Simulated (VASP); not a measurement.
HfB:

```
Hf B
1.0
     0.00000    2.31000    2.31000
     2.31000    0.00000    2.31000
     2.31000    2.31000    0.00000
Hf B
1 1
Cartesian
  2.3100 2.3100 2.3100
  0.0000 0.0000 0.0000
```

Program: VASP 6.6.1. Alike in all runs: task single point; cell as given; cutoff (eV) 500.

**Question.** Order these runs on this cell by their pressure, lowest first.
A. level PBE+U; potentials or basis VASP PAW PBE potentials, release 64 (Hf_pv, B); spin off; U Hf d U = 0.86 eV; k mesh 6 × 6 × 6; smearing gaussian 0.1 eV
B. level PBE; potentials or basis VASP PAW PBE potentials, release 64 (Hf_pv, B); spin collinear, zero start; k mesh 6 × 6 × 6; smearing gaussian 0.29 eV
C. level LDA; potentials or basis VASP PAW LDA potentials, release 64 (Hf_pv, B); spin off; k mesh 4 × 4 × 4, shifted; smearing gaussian 0.1 eV
D. level PBE+U; potentials or basis VASP PAW PBE potentials, release 64 (Hf_pv, B); spin off; U Hf d U = 6.5 eV; k mesh 6 × 6 × 6; smearing gaussian 0.1 eV
E. level BLYP+U; potentials or basis VASP PAW PBE potentials, release 64 (Hf_pv, B); spin off; U Hf d U = 6.6 eV; k mesh 7 × 7 × 7; smearing methfessel-paxton 0.054 eV

**Answer.** C (19.9 GPa), B (30.9 GPa), A (33.9 GPa), D (56.1 GPa), E (63.9 GPa).

Caveats: some runs use coarse meshes; U without spin polarisation on a metal has little footing (at least some runs); the U is typed as a test and isn't derived for this compound (at least some runs); the cell stands under pressure (at least some runs); the PAW data sets were made with another functional, which shifts forces and pressure a little (at least some runs).
